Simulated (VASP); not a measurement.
A run of VASP 6.6.1 is set up as follows.

INCAR

```
PREC     = Accurate       # precision mode
ENCUT    = 520            # plane-wave cutoff, eV
EDIFF    = 1E-8           # SCF threshold, eV
ISMEAR   = -1             # smearing method
SIGMA    = 0.05           # smearing width, eV
LREAL    = F              # projectors in reciprocal space
LASPH    = T              # aspherical terms in the spheres
NELM     = 60             # most SCF steps
ALGO     = Normal         # electronic algorithm
ISIF     = 2              # what is computed and relaxed
LWAVE    = F              # write WAVECAR
LCHARG   = F              # write CHGCAR
LEFG     = T            
NBANDS   = 14             # bands
```

KPOINTS

```
regular mesh
0
Gamma
  11 11 6
```

File POSCAR:

```
Na
1.0
    3.7417183499      0.0000000000      0.0000000000
   -1.8708591750      3.2404231448      0.0000000000
    0.0000000000      0.0000000000      6.1126967421
Na
2
Direct
    0.3333333333      0.6666666667      0.2500000000
    0.6666666667      0.3333333333      0.7500000000
```

Potentials or basis: VASP PAW LDA potentials, release 64 (Na_pv).

Command:

```bash
$ cat potpaw_LDA.64/Na_pv/POTCAR > POTCAR
$ mpirun -np 1 vasp_std > vasp.out
```

(1) Predict the band gap on the k mesh.

(2) Predict the pressure.

## Answers

(1) zero (band 7 reaches 1.96 eV, above the bottom of band 8 at -2.09 eV).

(2) -0.8 GPa.

Caveat: without QUAD_EFG the Cq values of the log hold for a quadrupole moment of 1 mb, not for the nuclei.
